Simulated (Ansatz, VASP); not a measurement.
BiTe3 in VASP and in Ansatz

```
Bi Te
1.0
     5.09703    0.00000    0.00000
     0.00000    5.09703    0.00000
     0.00000    0.00000    5.09703
Bi Te
1 3
Cartesian
  0.0000 0.0000 0.0000
  0.0000 2.5485 2.5485
  2.5485 0.0000 2.5485
  2.5485 2.5485 0.0000
```

Alike in both runs: task relaxation of cell and atoms; functional r2SCAN; k mesh 4 × 4 × 4; occupations gaussian, width 0.1 eV; no spin polarisation.

|  | VASP | Ansatz |
| --- | --- | --- |
| version | VASP 6.6.1 | Ansatz 0.2.0 |
| potentials or method | VASP PAW PBE potentials, release 64 (Bi_d, Te), cutoff 600 eV | scalar-relativistic, plane waves, PAW |
| valence electrons in the cell | 33 | 63 |

VASP gave:

| Property | Result |
| --- | --- |
| gap on the k mesh at the Fermi level, each at its own relaxed structure (eV) | none |
| relaxed volume (Å³/atom) | 29.53 |
| relaxed cell length with the largest relative difference (Å) | 4.907 |

Question: Which values does Ansatz return?

Answer: gap on the k mesh at the Fermi level, each at its own relaxed structure (eV): none; relaxed volume (Å³/atom): 29.63; relaxed cell length with the largest relative difference (Å): 4.912.

VASP's potentials were made for PBE, not for r2SCAN. A gap of «none» marks a metal or a gap that the smearing closes. VASP's potentials hold 33 valence electrons a cell and Ansatz's 63, so a difference there can come from the potentials and not from the codes.

Neither program's run includes spin-orbit coupling.
